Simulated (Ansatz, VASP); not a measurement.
# Te in VASP and in Ansatz

```
Te
1.0
     0.00000    2.45549    2.45549
     2.45549    0.00000    2.45549
     2.45549    2.45549    0.00000
Te
1
Direct
  0.00000 0.00000 0.00000
```

Alike in both runs: task single point; functional LDA; k mesh 19 × 19 × 19; occupations fermi-dirac, width 0.1 eV; no spin polarisation.

|  | VASP | Ansatz |
| --- | --- | --- |
| version | VASP 6.6.1 | Ansatz 0.2.0 |
| potentials or method | VASP PAW LDA potentials, release 64 (Te), cutoff 520 eV | plane waves (420 eV) with PAW, scalar-relativistic |
| valence electrons in the cell | 6 | 16 |

```tsv
	VASP	Ansatz	Ansatz less VASP
pressure (GPa)	-5.9	-5.9	+0.01
```

Ansatz warns that its potentials were made for another functional, while VASP's fit it. LDA's correlation is that of Perdew and Zunger in VASP and of Perdew and Wang (1992) in Ansatz. VASP's potentials hold 6 valence electrons a cell and Ansatz's 16, so a difference there can come from the potentials and not from the codes.

Neither program's run includes spin-orbit coupling.
